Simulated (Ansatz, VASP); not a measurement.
**GePt in VASP and in Ansatz**

```
Ge Pt
1.0
     2.79206    0.00000    0.00000
    -1.39603    2.41800    0.00000
     0.00000    0.00000    5.08606
Ge Pt
1 1
Cartesian
  0.0000 0.0000 0.0000
  0.0000 0.0000 2.5430
```

Alike in both runs: functional PBE; k mesh 6 × 6 × 4; occupations gaussian, width 0.1 eV; no spin polarisation.

Ansatz relaxed the structure, and its values are those at the end. VASP's run is a single point on that final structure, the one shown.

```csv
,VASP,Ansatz
version,VASP 6.6.1,Ansatz 0.2.0
potentials or method,"VASP PAW PBE potentials, release 64 (Ge_d, Pt_sv_GW), cutoff 500 eV","scalar-relativistic, plane waves, PAW"
valence electrons in the cell,32,32
```

```csv
,VASP,Ansatz,Ansatz less VASP
gap on the k mesh at the Fermi level (eV),none,none,-
pressure (GPa),-1.3,0.1,+1.47
```

A gap of «none» marks a metal or a gap that the smearing closes. The functional is the same, so the differences come from potentials, cutoffs and numerics.

The k mesh is coarse, so the values compare programs but aren't converged. Spin-orbit coupling is off throughout.
